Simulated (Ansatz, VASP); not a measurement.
# Two plane-wave programs on CdHg2Se3

```
Cd Hg Se
1.0
     4.41414    0.00000    0.00000
    -2.20707    3.82276    0.00000
     0.00000    0.00000   10.79390
Cd Hg Se
1 2 3
Direct
  0.00000 0.00000 0.00090
  0.66667 0.33333 0.66757
  0.33333 0.66667 0.33222
  0.00000 0.00000 0.75167
  0.66667 0.33333 0.41683
  0.33333 0.66667 0.08081
```

Alike in both runs: task single point; functional PBE; k mesh 6 × 6 × 2; occupations gaussian, width 0.1 eV; no spin polarisation.

```csv
,VASP,Ansatz
version,VASP 6.6.1,Ansatz 0.2.0
potentials or method,"VASP PAW PBE potentials, release 64 (Cd, Hg, Se), cutoff 520 eV","scalar-relativistic, plane waves, PAW"
valence electrons in the cell,54,108
```

```tsv
	VASP	Ansatz	Ansatz less VASP
gap on the k mesh at the Fermi level (eV)	none	none	-
pressure (GPa)	0.2	0.0	-0.21
```

A gap of «none» marks a metal or a gap that the smearing closes. VASP's potentials hold 54 valence electrons a cell and Ansatz's 108, so a difference there can come from the potentials and not from the codes.

Neither program's run includes spin-orbit coupling.
